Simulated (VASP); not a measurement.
C, a slab with vacuum:

```
C
1.0
     2.46919    0.00000    0.00000
    -1.23460    2.13260    0.00000
     0.00000    0.00000   26.00000
C
2
Direct
  0.66636 0.33271 0.50000
  0.33364 0.66729 0.50000
```

Base run:

- Program: VASP 6.6.1
- Functional: PBE
- Dispersion: D3(BJ)
- Potentials or basis: VASP PAW PBE potentials, release 64 (C)
- Cutoff: 520 eV
- k mesh: 16 × 16 × 1
- Occupations: gaussian, width 0.01 eV
- Spin: no spin polarisation

Its results: band gap on the k mesh 1.20 eV, direct.

Question: The run is repeated on the same cell with these changes: k mesh from 16 × 16 × 1 to 12 × 12 × 1; occupations from gaussian, width 0.01 eV to gaussian, width 0.02 eV. What comes out?

Answer: Band gap on the k mesh 0.07 eV, direct.

A k mesh can miss the band edges.
